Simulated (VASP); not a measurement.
Runs of VASP 6.6.1 on AlGaBi2. The structure is that of space group P-4m2 (No. 115), or close to it. The cells are those of the table. 

```tsv
cell	gap on the mesh (eV)	pressure (GPa)	largest force (eV/Å)
a = 4.469, b = 4.469, c = 6.273 Å, 4 atoms	none	1.3	(b)
a = 4.514, b = 4.514, c = 6.337 Å, 4 atoms	none	-0.1	0.02
a = 4.559, b = 4.559, c = 6.400 Å, 4 atoms	none	(a)	0.02
a = 4.603, b = 4.603, c = 6.461 Å, 4 atoms	none	-2.3	0.02
```

Alike in all rows: task single point; level r2SCAN; potentials or basis VASP PAW PBE potentials, release 64 (Al, Bi_d, Ga_d); no spin polarisation; k mesh 6 × 6 × 4; cutoff (eV) 520; smearing fermi-dirac 0.02 eV.

Fill in the values left out.

(a) -1.3; (b) 0.01.

Caveats: the PAW data sets were made with another functional, which shifts forces and pressure a little; spin-orbit coupling is left out, which moves the levels of the heavy elements.

A k mesh can miss the band edges, and the runs leave out spin-orbit coupling on Bi, Ga.

A gap of «none» marks levels without a gap at the run's occupations.
